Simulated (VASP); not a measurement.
# RbBr (P1) in VASP: single point with LDA

Aim: the single point of RbBr with LDA.

All numbers are computed with VASP 6.6.1; they aren't measurements. Logs are shortened: lines on timing, memory, paths and dates and some standing lists are left out, and cuts for length are marked.

## 1. The cell of the first run

The typed cell holds 8 atoms: a = 8.252 Å, b = 8.252 Å, c = 4.126 Å, α = 90.00°, β = 90.00°, γ = 90.00°.

## 2. Single point, LDA

The input, INCAR:

```
SYSTEM = RbBr
PREC = Accurate
ENCUT = 400
EDIFF = 1E-6
ISMEAR = 1
SIGMA = 0.15
LREAL = .False.
LASPH = .True.
NELM = 120
ALGO = Normal
ISIF = 2
LWAVE = .False.
LCHARG = .False.
GGA = CA
NBANDS = 42
GGA_COMPAT = .False.
```

The input, KPOINTS:

```
Automatic mesh
0
Gamma
  1 1 1
  0 0 0
```

The input, POSCAR:

```
RbBr
1.0
    8.2521546000      0.0000000000      0.0000000000
    0.0000000000      8.2521546000      0.0000000000
    0.0000000000      0.0000000000      4.1260773000
Rb Br
4 4
Direct
    0.0109329023      0.0045256060     -0.0195815527
   -0.0141845379      0.5004248224      0.0107722170
    0.4941319204     -0.0043060269     -0.0083520006
    0.4998637568      0.4896057086      0.0412958817
    0.2576276261      0.2552315246      0.4996251524
    0.2400142867      0.7627469800      0.5380963173
    0.7663912404      0.2382185133      0.4620114606
    0.7458671460      0.7542317494      0.4744520904
```

Potentials or basis: VASP PAW LDA potentials, release 64 (Rb_sv, Br).

The run is started by

```sh
> cat potpaw_LDA.64/Rb_sv/POTCAR potpaw_LDA.64/Br/POTCAR > POTCAR
> mpirun -np 1 vasp_gam > vasp.out
```

OUTCAR:

```text
SYSTEM = RbBr
   PREC = Accurate
   ENCUT = 400
   EDIFF = 1E-6
   ISMEAR = 1
   LREAL = .False.
   LASPH = .True.
   NELM = 120
   ISIF = 2
   GGA = CA

 ion  position               nearest neighbor table
   1  0.011  0.005  0.980-   6 3.30   7 3.43   5 3.52   7 3.52   6 3.58   5 3.61   8 3.63   8 3.66
                             3 3.99   2 4.10   2 4.17   3 4.27   4 5.69   3 5.71   2 5.73   3 5.77
   2  0.986  0.500  0.011-   7 3.38   8 3.46   6 3.59   7 3.62   5 3.63   8 3.63   5 3.68   6 3.72
                             4 4.01   1 4.10   1 4.17   4 4.24   4 5.66   1 5.73   3 5.76   1 5.78
   3  0.494  0.996  0.992-   6 3.41   8 3.50   5 3.54   5 3.58   7 3.58   8 3.58   6 3.63   7 3.72
                             1 3.99   4 4.08   4 4.18   1 4.27   4 5.66   1 5.71   4 5.73   2 5.76
   4  0.500  0.490  0.041-   5 3.36   8 3.48   7 3.49   5 3.57   6 3.73   6 3.74   8 3.79   7 3.85
                             2 4.01   3 4.08   3 4.18   2 4.24   3 5.66   2 5.66   1 5.69   3 5.73
   5  0.258  0.255  0.500-   4 3.36   1 3.52   3 3.54   4 3.57   3 3.58   1 3.61   2 3.63   2 3.68

   6  0.240  0.763  0.538-   1 3.30   3 3.41   1 3.58   2 3.59   3 3.63   2 3.72   4 3.73   4 3.74

   7  0.766  0.238  0.462-   2 3.38   1 3.43   4 3.49   1 3.52   3 3.58   2 3.62   3 3.72   4 3.85

   8  0.746  0.754  0.474-   2 3.46   4 3.48   3 3.50   3 3.58   2 3.63   1 3.63   1 3.66   4 3.79

  LATTYP: Found a simple tetragonal cell.
 ALAT       =     8.2521546000
 C/A-ratio  =     0.5000000000

  Lattice vectors:

 A1 = (   8.2521546000,   0.0000000000,   0.0000000000)
 A2 = (   0.0000000000,   8.2521546000,   0.0000000000)
 A3 = (   0.0000000000,   0.0000000000,   4.1260773000)

Analysis of symmetry for initial positions (statically):
=====================================================================
 Subroutine PRICEL returns:
 Original cell was already a primitive cell.

 Routine SETGRP: Setting up the symmetry group for a
 simple tetragonal supercell.

 Subroutine GETGRP returns: Found  1 space group operations
 (whereof  1 operations were pure point group operations)
 out of a pool of 16 trial point group operations.

The static configuration has the point symmetry C_1 .

Analysis of symmetry for dynamics (positions and initial velocities):
=====================================================================
 Subroutine PRICEL returns:
 Original cell was already a primitive cell.

 Routine SETGRP: Setting up the symmetry group for a
 simple tetragonal supercell.

 Subroutine GETGRP returns: Found  1 space group operations
 (whereof  1 operations were pure point group operations)
 out of a pool of 16 trial point group operations.

The dynamic configuration has the point symmetry C_1 .

 Subroutine INISYM returns: Found  1 space group operations
 (whereof  1 operations are pure point group operations),
 and found     1 'primitive' translations

----------------------------------------------------------------------------------------

                                     Primitive cell

  volume of cell :     280.9778

  direct lattice vectors                    reciprocal lattice vectors
     8.252154600  0.000000000  0.000000000     0.121180473  0.000000000  0.000000000
     0.000000000  8.252154600  0.000000000     0.000000000  0.121180473  0.000000000
     0.000000000  0.000000000  4.126077300     0.000000000  0.000000000  0.242360947

  length of vectors
     8.252154600  8.252154600  4.126077300     0.121180473  0.121180473  0.242360947

  position of ions in fractional coordinates (direct lattice)
     0.010932902  0.004525606  0.980418447
     0.985815462  0.500424822  0.010772217
     0.494131920  0.995693973  0.991647999
     0.499863757  0.489605709  0.041295882
     0.257627626  0.255231525  0.499625152
     0.240014287  0.762746980  0.538096317
     0.766391240  0.238218513  0.462011461
     0.745867146  0.754231749  0.474452090

  ion indices of the primitive-cell ions
   primitive index   ion index
                 1           1
                 2           2
                 3           3
                 4           4
                 5           5
                 6           6
                 7           7
                 8           8

----------------------------------------------------------------------------------------

 KPOINTS: Automatic mesh

Automatic generation of k-mesh.
 Grid dimensions read from file:
 generate k-points for:    1    1    1

 Generating k-lattice:

  Cartesian coordinates                     Fractional coordinates (reciprocal lattice)
     0.121180473  0.000000000  0.000000000     1.000000000  0.000000000  0.000000000
     0.000000000  0.121180473  0.000000000     0.000000000  1.000000000  0.000000000
     0.000000000  0.000000000  0.242360947     0.000000000  0.000000000  1.000000000

  Length of vectors
     0.121180473  0.121180473  0.242360947

  Shift w.r.t. Gamma in fractional coordinates (k-lattice)
     0.000000000  0.000000000  0.000000000

 Subroutine IBZKPT returns following result:
 ===========================================

 Found      1 irreducible k-points:

 Following reciprocal coordinates:
            Coordinates               Weight
  0.000000  0.000000  0.000000      1.000000
   k-points           NKPTS =      1   k-points in BZ     NKDIM =      1   number of bands    NBANDS=     42
   number of dos      NEDOS =    301   number of ions     NIONS =      8
   total plane-waves  NPLWV =  81648
   dimension x,y,z NGX =    54 NGY =   54 NGZ =   28
   dimension x,y,z NGXF=   108 NGYF=  108 NGZF=   56
   ions per type =               4   4
   NGX,Y,Z   is equivalent  to a cutoff of  10.88, 10.88, 11.28 a.u.
   NGXF,Y,Z  is equivalent  to a cutoff of  21.76, 21.76, 22.56 a.u.
 SYSTEM =  RbBr
   PREC   = accura    normal or accurate (medium, high low for compatibility)
   ISTART =      0    job   : 0-new  1-cont  2-samecut
   ICHARG =      2    charge: 1-file 2-atom 10-const
   ISPIN  =      1    spin polarized calculation?
   LNONCOLLINEAR =      F non collinear calculations
   LSORBIT =      F    spin-orbit coupling
   LASPH  =      T    aspherical Exc in radial PAW
   ENCUT  =  400.0 eV  29.40 Ry    5.42 a.u.  13.46 13.46  6.73*2*pi/ulx,y,z
   NELM   =    120;   NELMIN=  2; NELMDL= -5     # of ELM steps
   EDIFF  = 0.1E-05   stopping-criterion for ELM
   LREAL  =      F    real-space projection
   EDIFFG = 0.1E-04   stopping-criterion for IOM
   NSW    =      0    number of steps for IOM
   IBRION =     -1    ionic relax: 0-MD 1-quasi-New 2-CG
   NFREE  =      0    steps in history (QN), initial steepest desc. (CG)
   ISIF   =      2    stress and relaxation
   ISYM   =      2    0-nonsym 1-usesym 2-fastsym
   POTIM  = 0.5000    time-step for ionic-motion
   TEBEG  =    0.0;   TEEND  =   0.0 temperature during run
   PSTRESS=    0.0 pullay stress
   NELECT =      64.0000    total number of electrons
   NUPDOWN=      -1.0000    fix difference up-down
   EMIN   =  10.00;   EMAX   =-10.00  energy-range for DOS
   EFERMI =   0.00;   METHOD = LEGACY
   ISMEAR =     1;   SIGMA  =   0.15  broadening in eV -4-tet -1-fermi 0-gaus
   EFERMI_NEDOS =   21; number of points for ismear=-14 and -15
   IALGO  =     38    algorithm
   IMIX   =      4    mixing-type and parameters
     AMIX     =   0.40;   BMIX     =  1.00
     AMIX_MAG =   1.60;   BMIX_MAG =  1.00
  volume/ion in A,a.u.               =      35.12       237.02
  Fermi-wavevector in a.u.,A,eV,Ry     =   0.999795  1.889338 13.600238  0.999589
  Thomas-Fermi vector in A             =   2.132108
   LORBIT       =      0    0 simple, 1 ext, 2 COOP (PROOUT), +10 PAW based schemes
   GGA     = CA    functional components
   LHFCALC =     F    Hartree Fock is set to
   AEXX    =    0.0000 exact exchange contribution
   IVDW    =     0    specifies the selected vdW correction
   LEPSILON=     F    determine dielectric tensor
   LRPA    =     F    only Hartree local field effects (RPA)
 non-spin polarized calculation
 Methfessel and Paxton  Order N= 1 SIGMA  =   0.15
  energy-cutoff  :      400.00
  volume of cell :      280.98
 maximum number of plane-waves:      2563
 NGX is ok and might be reduce to    54
   NGX = 27   NGY = 27   NGZ = 13

 number of electron      64.0000007 magnetization

 Free energy of the ion-electron system (eV)
  ---------------------------------------------------
  ext. energy  EPLUGINS =         0.00000000
  ---------------------------------------------------
  free energy    TOTEN  =       -21.32756000 eV

  energy without entropy =      -21.34542751  energy(sigma->0) =      -21.33351583

 E-fermi :  -0.3748     XC(G=0):  -8.3161

 val. band max:       -0.4884439751   @ k =   0.0000   0.0000   0.0000
 cond. band min:       2.9141122788   @ k =   0.0000   0.0000   0.0000
 fundamental gap:      3.4025562539
 Fermi energy:        -0.3747999587

 k-point     1 :       0.0000    0.0000    0.0000
  band No.  band energies     occupation
      1     -25.8520      2.00000
      2     -25.7748      2.00000
      3     -25.7220      2.00000
      4     -25.6040      2.00000
      5     -13.2007      2.00000
      6     -13.1576      2.00000
      7     -13.0795      2.00000
      8     -12.9134      2.00000
      9     -10.2023      2.00000
     10     -10.1767      2.00000
     11      -9.9704      2.00000
     12      -9.9487      2.00000
     13      -9.8778      2.00000
     14      -9.8693      2.00000
     15      -9.8331      2.00000
     16      -9.7913      2.00000
     17      -9.7422      2.00000
     18      -9.7309      2.00000
     19      -9.7133      2.00000
     20      -9.6227      2.00000
     21      -2.4497      2.00000
     22      -2.4437      2.00000
     23      -1.6935      2.00000
     24      -1.6786      2.00000
     25      -0.8721      2.00003
     26      -0.8387      2.00011
     27      -0.7993      2.00047
     28      -0.7759      2.00103
     29      -0.7329      2.00378
     30      -0.7132      2.00642
     31      -0.6400      2.03137
     32      -0.4884      1.95680
     33       2.9141      0.00000
     34       4.2139      0.00000
     35       4.4738      0.00000
     36       4.5814      0.00000
     37       5.2332      0.00000
     38       5.7289      0.00000
     39       5.7663      0.00000
     40       6.0008      0.00000
     41       6.0308      0.00000
     42       6.5336      0.00000

------------------------ aborting loop because EDIFF is reached ----------------------------------------

  FORCE on cell =-STRESS in cart. coord.  units (eV):
  Direction    XX          YY          ZZ          XY          YZ          ZX
  --------------------------------------------------------------------------------------
  -------------------------------------------------------------------------------------
  Total        0.1107387      0.0780704     21.4393249      0.0246887      0.0949120     -0.2653416
  in kB        0.6314482      0.4451690    122.2502106      0.1407788      0.5412021     -1.5130172
  external PRESSURE =      41.1089426 kB  Pullay stress =       0.0000000 kB

 VOLUME and BASIS-vectors are now :
 -----------------------------------------------------------------------------
  energy-cutoff  :      400.00
  volume of cell :      280.98
      direct lattice vectors                 reciprocal lattice vectors
     8.252154600  0.000000000  0.000000000     0.121180473  0.000000000  0.000000000
     0.000000000  8.252154600  0.000000000     0.000000000  0.121180473  0.000000000
     0.000000000  0.000000000  4.126077300     0.000000000  0.000000000  0.242360947

 POSITION                                       TOTAL-FORCE (eV/Angst)
 -----------------------------------------------------------------------------------
      0.09022      0.03735      4.04528        -0.090647     -0.015398      0.058038
      8.13510      4.12958      0.04445         0.045552      0.049037     -0.049684
      4.07765      8.21662      4.09162         0.070533     -0.056484      0.020679
      4.12495      4.04030      0.17039        -0.080067      0.044455     -0.042866
      2.12598      2.10621      2.06149         0.116838      0.090544      0.017808
      1.98064      6.29431      2.22023         0.026822     -0.048932     -0.042537
      6.32438      1.96582      1.90629         0.002810      0.074469      0.039627
      6.15501      6.22404      1.95763        -0.091840     -0.137692     -0.001063
 -----------------------------------------------------------------------------------
    total drift:                               -0.000972     -0.000219      0.000364

  FREE ENERGIE OF THE ION-ELECTRON SYSTEM (eV)
  ---------------------------------------------------
  free  energy   TOTEN  =       -21.3275599983 eV

  energy  without entropy=      -21.3454275064  energy(sigma->0) =      -21.33351583
```

Wall time 6.9 s (1 thread of Intel Xeon 6975P-C (Granite Rapids), shared host); peak memory 0.19 GiB.

What came out:

```
Free energy   : -21.3276 eV
Pressure      : 4.1 GPa
Largest force : 0.166 eV/Å
```

Forces on the atoms (eV/Å):
```
Rb  -0.091 -0.015  0.058
Rb   0.046  0.049 -0.050
Rb   0.071 -0.056  0.021
Rb  -0.080  0.044 -0.043
Br   0.117  0.091  0.018
Br   0.027 -0.049 -0.043
Br   0.003  0.074  0.040
Br  -0.092 -0.138 -0.001
```

Stress tensor (GPa, compression positive):
```
 0.06  0.01 -0.15
 0.01  0.04  0.05
-0.15  0.05 12.23
```

Caveat: the k points lie up to 1.52 Å⁻¹ apart.
